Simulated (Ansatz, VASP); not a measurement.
# One calculation of BiTe, two programs

INCAR

```
PREC     = Accurate       # precision mode
ENCUT    = 600            # plane-wave cutoff, eV
EDIFF    = 1E-6           # SCF threshold, eV
ISMEAR   = 0              # smearing method
SIGMA    = 0.1            # smearing width, eV
LREAL    = False          # projectors in reciprocal space
LASPH    = True           # aspherical terms in the spheres
NELM     = 60             # most SCF steps
ALGO     = Normal         # electronic algorithm
ISIF     = 3              # what is computed and relaxed
LWAVE    = False          # write WAVECAR
LCHARG   = False          # write CHGCAR
GGA      = PE             # functional
IBRION   = 2              # ionic algorithm
NSW      = 65             # ionic steps
EDIFFG   = -0.01          # ionic threshold
```

The input KPOINTS:

```
regular mesh
0
Gamma
  12 12 6
```

File POSCAR:

```
BiTe
1.0
    4.5975092998      0.0000000000      0.0000000000
   -2.2987546499      3.9815598478      0.0000000000
    0.0000000000      0.0000000000      7.5143415223
Bi Te
2 2
Direct
    0.0000000000      0.0000000000      0.0000000000
    0.0000000000      0.0000000000      0.5000000000
    0.3333333333      0.6666666667      0.2500000000
    0.6666666667      0.3333333333      0.7500000000
```

Input for Ansatz:

```yaml
crystal:
  lattice:
    - [4.5975092998, 0.0, 0.0]
    - [-2.2987546499, 3.9815598478, 0.0]
    - [0.0, 0.0, 7.5143415223]
  atoms:
    - { symbol: Bi, position: [0.0, 0.0, 0.0] }
    - { symbol: Te, position: [0.3333333333, 0.6666666667, 0.25] }
    - { symbol: Bi, position: [0.0, 0.0, 0.5] }
    - { symbol: Te, position: [0.6666666667, 0.3333333333, 0.75] }
basis:
  ecutwfc: 420
kpoints:
  mp_grid: { grid: [12, 12, 6] }
hamiltonian:
  xc: pbe
scf:
  occupations: { method: gaussian, width: 0.1 }
output:
  forces: true
  stress: true
  eigenvalues: true
  populations: true
  write_density: true
  write_potential: true
  elf: true
  volumetric_format: npy
relax:
  adjacent_minimum: "off"
  f_tol: 0.01
  max_steps: 45
  cell: { stress_tol: 0.05 }
```

Alike in both runs: task relaxation of cell and atoms; functional PBE; k mesh 12 × 12 × 6; occupations gaussian, width 0.1 eV; no spin polarisation.

```csv
,VASP,Ansatz
version,VASP 6.6.1,Ansatz 0.2.0
potentials or method,"VASP PAW PBE potentials, release 64 (Bi_d, Te), cutoff 600 eV","scalar-relativistic, plane waves, PAW"
valence electrons in the cell,42,62
```

|  | VASP | Ansatz | Ansatz less VASP |
| --- | --- | --- | --- |
| gap on the k mesh at the Fermi level, each at its own relaxed structure (eV) | none | none | - |
| relaxed volume (Å³/atom) | 35.39 | 35.41 | +0.029 |

A gap of «none» marks a metal or a gap that the smearing closes. VASP's potentials hold 42 valence electrons a cell and Ansatz's 62, so a difference there can come from the potentials and not from the codes.

Spin-orbit coupling is off throughout.
